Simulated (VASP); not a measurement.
# Hf3F in VASP: further runs

Runs on Hf3F. Level: PBE. Tasks: single point, relaxation of cell and atoms.

All numbers are computed with VASP 6.6.1; they aren't measurements. Logs are shortened: lines on timing, memory, paths and dates and some standing lists are left out, and cuts for length are marked.

### Step 1. The cell of the first run

The typed cell holds 4 atoms: a = 3.079 Å, b = 3.088 Å, c = 8.029 Å, α = 90.00°, β = 90.00°, γ = 90.00°.

### Step 2. Single point, PBE

Contents of INCAR:

```
SYSTEM = Hf3F
  ALGO = Normal
  EDIFF = 1E-6
  ENCUT = 520
  GGA = PE
  ISIF = 2
  ISMEAR = 0
  LASPH = .TRUE.
  LCHARG = .FALSE.
  LREAL = .FALSE.
  LWAVE = .FALSE.
  NBANDS = 26
  NELM = 80
  PREC = Accurate
  SIGMA = 0.1
```

Contents of KPOINTS:

```
k-points
0
G
  6 6 2
  0 0 0
```

Contents of POSCAR:

```
Hf3F
1.0
    3.0790533617      0.0000000000      0.0000000000
    0.0000000000      3.0881984798      0.0000000000
    0.0000000000      0.0000000000      8.0290402723
Hf F
3 1
Direct
    0.0000000000      0.0000000000      0.5000000000
    0.5000000000      0.5000000000      0.7754997177
    0.5000000000      0.5000000000      0.2245002823
    0.0000000000      0.0000000000      0.0000000000
```

Potentials or basis: VASP PAW PBE potentials, release 64 (Hf_pv, F).

Started as:

```bash
cat potpaw_PBE.64/Hf_pv/POTCAR potpaw_PBE.64/F/POTCAR > POTCAR
mpirun -np 1 vasp_std > vasp.out
```

OUTCAR:

```text
SYSTEM = Hf3F
   EDIFF = 1E-6
   ENCUT = 520
   GGA = PE
   ISIF = 2
   ISMEAR = 0
   LASPH = .TRUE.
   LREAL = .FALSE.
   NELM = 80
   PREC = Accurate

 ion  position               nearest neighbor table
   1  0.000  0.000  0.500-   2 3.11   3 3.11   2 3.11   3 3.11   2 3.11   3 3.11   2 3.11   3 3.11

   2  0.500  0.500  0.775-   4 2.83   4 2.83   4 2.83   4 2.83   1 3.11   1 3.11   1 3.11   1 3.11
                             3 3.61
   3  0.500  0.500  0.225-   4 2.83   4 2.83   4 2.83   4 2.83   1 3.11   1 3.11   1 3.11   1 3.11
                             2 3.61
   4  0.000  0.000  0.000-   2 2.83   3 2.83   2 2.83   3 2.83   2 2.83   3 2.83   2 2.83   3 2.83

  LATTYP: Found a simple orthorhombic cell.
 ALAT       =     3.0790533617
 B/A-ratio  =     1.0029701071
 C/A-ratio  =     2.6076327134

  Lattice vectors:

 A1 = (   3.0790533617,   0.0000000000,   0.0000000000)
 A2 = (   0.0000000000,   3.0881984798,   0.0000000000)
 A3 = (   0.0000000000,   0.0000000000,   8.0290402723)

Analysis of symmetry for initial positions (statically):
=====================================================================
 Subroutine PRICEL returns:
 Original cell was already a primitive cell.

 Routine SETGRP: Setting up the symmetry group for a
 simple orthorhombic supercell.

 Subroutine GETGRP returns: Found  8 space group operations
 (whereof  8 operations were pure point group operations)
 out of a pool of  8 trial point group operations.

The static configuration has the point symmetry D_2h.

Analysis of symmetry for dynamics (positions and initial velocities):
=====================================================================
 Subroutine PRICEL returns:
 Original cell was already a primitive cell.

 Routine SETGRP: Setting up the symmetry group for a
 simple orthorhombic supercell.

 Subroutine GETGRP returns: Found  8 space group operations
 (whereof  8 operations were pure point group operations)
 out of a pool of  8 trial point group operations.

The dynamic configuration has the point symmetry D_2h.

 Subroutine INISYM returns: Found  8 space group operations
 (whereof  8 operations are pure point group operations),
 and found     1 'primitive' translations

----------------------------------------------------------------------------------------

                                     Primitive cell

  volume of cell :      76.3460

  direct lattice vectors                    reciprocal lattice vectors
     3.079053362  0.000000000  0.000000000     0.324775144  0.000000000  0.000000000
     0.000000000  3.088198480  0.000000000     0.000000000  0.323813384  0.000000000
     0.000000000  0.000000000  8.029040272     0.000000000  0.000000000  0.124547887

  length of vectors
     3.079053362  3.088198480  8.029040272     0.324775144  0.323813384  0.124547887

  position of ions in fractional coordinates (direct lattice)
     0.000000000  0.000000000  0.500000000
     0.500000000  0.500000000  0.775499718
     0.500000000  0.500000000  0.224500282
     0.000000000  0.000000000  0.000000000

  ion indices of the primitive-cell ions
   primitive index   ion index
                 1           1
                 2           2
                 3           3
                 4           4

----------------------------------------------------------------------------------------

 KPOINTS: k-points

Automatic generation of k-mesh.
 Grid dimensions read from file:
 generate k-points for:    6    6    2

 Generating k-lattice:

  Cartesian coordinates                     Fractional coordinates (reciprocal lattice)
     0.054129191  0.000000000  0.000000000     0.166666667  0.000000000  0.000000000
     0.000000000  0.053968897  0.000000000     0.000000000  0.166666667  0.000000000
     0.000000000  0.000000000  0.062273943     0.000000000  0.000000000  0.500000000

  Length of vectors
     0.054129191  0.053968897  0.062273943

  Shift w.r.t. Gamma in fractional coordinates (k-lattice)
     0.000000000  0.000000000  0.000000000

 Subroutine IBZKPT returns following result:
 ===========================================

 Found     32 irreducible k-points:

 Following reciprocal coordinates:
            Coordinates               Weight
  0.000000  0.000000  0.000000      1.000000
  0.166667  0.000000  0.000000      2.000000
  0.333333  0.000000  0.000000      2.000000
  0.500000  0.000000  0.000000      1.000000
  0.000000  0.166667  0.000000      2.000000
  0.166667  0.166667  0.000000      4.000000
[... 16 lines left out ...]
  0.333333  0.166667  0.500000      4.000000
  0.500000  0.166667  0.500000      2.000000
 [... further k-points ...]
   k-points           NKPTS =     32   k-points in BZ     NKDIM =     32   number of bands    NBANDS=     26
   number of dos      NEDOS =    301   number of ions     NIONS =      4
   total plane-waves  NPLWV =  34560
   dimension x,y,z NGX =    24 NGY =   24 NGZ =   60
   dimension x,y,z NGXF=    48 NGYF=   48 NGZF=  120
   ions per type =               3   1
   NGX,Y,Z   is equivalent  to a cutoff of  12.96, 12.92, 12.42 a.u.
   NGXF,Y,Z  is equivalent  to a cutoff of  25.92, 25.84, 24.85 a.u.
 SYSTEM =  Hf3F
   PREC   = accura    normal or accurate (medium, high low for compatibility)
   ISTART =      0    job   : 0-new  1-cont  2-samecut
   ICHARG =      2    charge: 1-file 2-atom 10-const
   ISPIN  =      1    spin polarized calculation?
   LNONCOLLINEAR =      F non collinear calculations
   LSORBIT =      F    spin-orbit coupling
   LASPH  =      T    aspherical Exc in radial PAW
   ENCUT  =  520.0 eV  38.22 Ry    6.18 a.u.   5.72  5.74 14.93*2*pi/ulx,y,z
   NELM   =     80;   NELMIN=  2; NELMDL= -5     # of ELM steps
   EDIFF  = 0.1E-05   stopping-criterion for ELM
   LREAL  =      F    real-space projection
   EDIFFG = 0.1E-04   stopping-criterion for IOM
   NSW    =      0    number of steps for IOM
   IBRION =     -1    ionic relax: 0-MD 1-quasi-New 2-CG
   NFREE  =      0    steps in history (QN), initial steepest desc. (CG)
   ISIF   =      2    stress and relaxation
   ISYM   =      2    0-nonsym 1-usesym 2-fastsym
   POTIM  = 0.5000    time-step for ionic-motion
   TEBEG  =    0.0;   TEEND  =   0.0 temperature during run
   PSTRESS=    0.0 pullay stress
   NELECT =      37.0000    total number of electrons
   NUPDOWN=      -1.0000    fix difference up-down
   EMIN   =  10.00;   EMAX   =-10.00  energy-range for DOS
   EFERMI =   0.00;   METHOD = LEGACY
   ISMEAR =     0;   SIGMA  =   0.10  broadening in eV -4-tet -1-fermi 0-gaus
   EFERMI_NEDOS =   21; number of points for ismear=-14 and -15
   IALGO  =     38    algorithm
   IMIX   =      4    mixing-type and parameters
     AMIX     =   0.40;   BMIX     =  1.00
     AMIX_MAG =   1.60;   BMIX_MAG =  1.00
  volume/ion in A,a.u.               =      19.09       128.80
  Fermi-wavevector in a.u.,A,eV,Ry     =   1.285918  2.430033 22.498403  1.653586
  Thomas-Fermi vector in A             =   2.418024
   LORBIT       =      0    0 simple, 1 ext, 2 COOP (PROOUT), +10 PAW based schemes
   GGA     = PE    functional components
   LHFCALC =     F    Hartree Fock is set to
   AEXX    =    0.0000 exact exchange contribution
   IVDW    =     0    specifies the selected vdW correction
   LEPSILON=     F    determine dielectric tensor
   LRPA    =     F    only Hartree local field effects (RPA)
 non-spin polarized calculation
 Gauss-broadening in eV      SIGMA  =   0.10
  energy-cutoff  :      520.00
  volume of cell :       76.35
 maximum number of plane-waves:      2070
 NGX is ok and might be reduce to    24
   NGX = 11   NGY = 11   NGZ = 29

 number of electron      37.0000012 magnetization

 Free energy of the ion-electron system (eV)
  ---------------------------------------------------
  ext. energy  EPLUGINS =         0.00000000
  ---------------------------------------------------
  free energy    TOTEN  =       -33.83804012 eV

  energy without entropy =      -33.81752313  energy(sigma->0) =      -33.82778163

 E-fermi :   4.9260     XC(G=0): -11.1165

 val. band max:        4.9155240023   @ k =   0.5000   0.3333   0.5000
 cond. band min:       4.9297494270   @ k =   0.3333   0.5000   0.5000
 fundamental gap:      0.0142254246
 Fermi energy:         4.9260351863

 k-point     1 :       0.0000    0.0000    0.0000
  band No.  band energies     occupation
      1     -26.2254      2.00000
      2     -26.2104      2.00000
      3     -25.7804      2.00000
      4     -25.7694      2.00000
      5     -25.7565      2.00000
      6     -25.7457      2.00000
[... 18 lines left out ...]
     25       8.1815      0.00000
     26       8.2147      0.00000

 k-point     2 :       0.1667    0.0000    0.0000
  band No.  band energies     occupation
      1     -26.2101      2.00000
      2     -26.1929      2.00000
      3     -25.9087      2.00000
      4     -25.9068      2.00000
      5     -25.7635      2.00000
      6     -25.7443      2.00000
[... 18 lines left out ...]
     25       7.7440      0.00000
     26       8.9501      0.00000

 k-point     3 :       0.3333    0.0000    0.0000
  band No.  band energies     occupation
      1     -26.2351      2.00000
      2     -26.2280      2.00000
      3     -26.1728      2.00000
      4     -26.0943      2.00000
      5     -25.7292      2.00000
      6     -25.7197      2.00000
[... 18 lines left out ...]
     25       7.4804      0.00000
     26       7.9507      0.00000

 k-point     4 :       0.5000    0.0000    0.0000
  band No.  band energies     occupation
      1     -26.3571      2.00000
      2     -26.3156      2.00000
      3     -26.2484      2.00000
      4     -26.0650      2.00000
      5     -25.7118      2.00000
      6     -25.7074      2.00000
[... 18 lines left out ...]
     25       8.2232      0.00000
     26       8.4053      0.00000
[... 496 lines left out ...]
      1     -26.2245      2.00000
      2     -26.1316      2.00000
      3     -25.9283      2.00000
      4     -25.8997      2.00000
      5     -25.8849      2.00000
      6     -25.8782      2.00000
[... 18 lines left out ...]
     25       7.6149      0.00000
     26       8.1582      0.00000

 k-point    23 :       0.3333    0.1667    0.5000
  band No.  band energies     occupation
      1     -26.2105      2.00000
      2     -26.1609      2.00000
      3     -26.1396      2.00000
      4     -26.1392      2.00000
      5     -25.8709      2.00000
      6     -25.8648      2.00000
[... 18 lines left out ...]
     25       7.3751      0.00000
     26       7.8172      0.00000

 k-point    24 :       0.5000    0.1667    0.5000
  band No.  band energies     occupation
      1     -26.3409      2.00000
      2     -26.2877      2.00000
      3     -26.1648      2.00000
      4     -26.1098      2.00000
      5     -25.8585      2.00000
      6     -25.8453      2.00000
[... 18 lines left out ...]
     25       7.4710      0.00000
     26       8.6650      0.00000

 [... further k-points ...]
[... 5 lines left out ...]
  --------------------------------------------------------------------------------------
  -------------------------------------------------------------------------------------
  Total       -0.2382606     -0.4003445     -0.3093800      0.0000000      0.0000000      0.0000000
  in kB       -5.0000768     -8.4015310     -6.4925718      0.0000000      0.0000000      0.0000000
  external PRESSURE =      -6.6313932 kB  Pullay stress =       0.0000000 kB

 VOLUME and BASIS-vectors are now :
 -----------------------------------------------------------------------------
  energy-cutoff  :      520.00
  volume of cell :       76.35
      direct lattice vectors                 reciprocal lattice vectors
     3.079053362  0.000000000  0.000000000     0.324775144  0.000000000  0.000000000
     0.000000000  3.088198480  0.000000000     0.000000000  0.323813384  0.000000000
     0.000000000  0.000000000  8.029040272     0.000000000  0.000000000  0.124547887

 POSITION                                       TOTAL-FORCE (eV/Angst)
 -----------------------------------------------------------------------------------
      0.00000      0.00000      4.01452         0.000000      0.000000      0.000000
      1.53953      1.54410      6.22652         0.000000     -0.000000     -0.011464
      1.53953      1.54410      1.80252         0.000000      0.000000      0.011464
      0.00000      0.00000      0.00000         0.000000      0.000000      0.000000
 -----------------------------------------------------------------------------------
    total drift:                                0.000000     -0.000000     -0.000000

  FREE ENERGIE OF THE ION-ELECTRON SYSTEM (eV)
  ---------------------------------------------------
  free  energy   TOTEN  =       -33.8380401233 eV

  energy  without entropy=      -33.8175231298  energy(sigma->0) =      -33.82778163
```

It took 60 s on 1 thread of Intel Xeon Platinum 8375C at 2.90GHz (Ice Lake), shared host; peak memory 0.21 GiB.

What came out:

```yaml
Free_energy: -33.8380 eV
Pressure: -0.7 GPa
Largest_force: 0.011 eV/Å
```

Forces on the atoms (eV/Å):
```
Hf   0.000  0.000  0.000
Hf   0.000  0.000 -0.011
Hf   0.000  0.000  0.011
F    0.000  0.000  0.000
```

Levels at points of the mesh, in eV from the Fermi level:
```csv
k point,band 14,band 15,band 16,band 17,band 18,band 19,band 20,band 21,band 22,band 23
"(0.00, 0.00, 0.00)",-6.11,-3.43,-3.01,-2.15,-1.15,-0.32,0.28,1.66,1.93,1.98
"(0.50, 0.00, 0.00)",-3.44,-3.10,-1.95,-0.41,-0.15,0.37,0.56,0.90,1.56,1.57
"(0.00, 0.50, 0.00)",-3.46,-3.11,-1.97,-0.43,-0.15,0.35,0.55,0.90,1.61,1.62
"(0.50, 0.50, 0.00)",-3.07,-2.75,-1.73,-1.73,-0.87,0.22,0.24,1.74,3.25,3.45
"(0.00, 0.00, 0.50)",-5.67,-4.61,-2.69,-2.07,-1.32,-0.63,0.41,1.90,1.94,2.70
"(0.50, 0.00, 0.50)",-3.38,-2.77,-2.33,-0.60,-0.04,0.21,0.47,1.44,1.68,1.72
"(0.00, 0.50, 0.50)",-3.40,-2.78,-2.35,-0.59,-0.06,0.19,0.44,1.43,1.73,1.76
"(0.50, 0.50, 0.50)",-2.86,-1.96,-1.80,-1.64,-1.63,0.05,0.07,0.39,3.64,3.65
```

Caveat: the k points lie up to 0.39 Å⁻¹ apart; spin-orbit coupling is left out, which moves the levels of the heavy elements; an odd number of electrons without spin polarisation forces a metal; a magnetic or distorted state may lie lower.

[end of part 1 of 2]
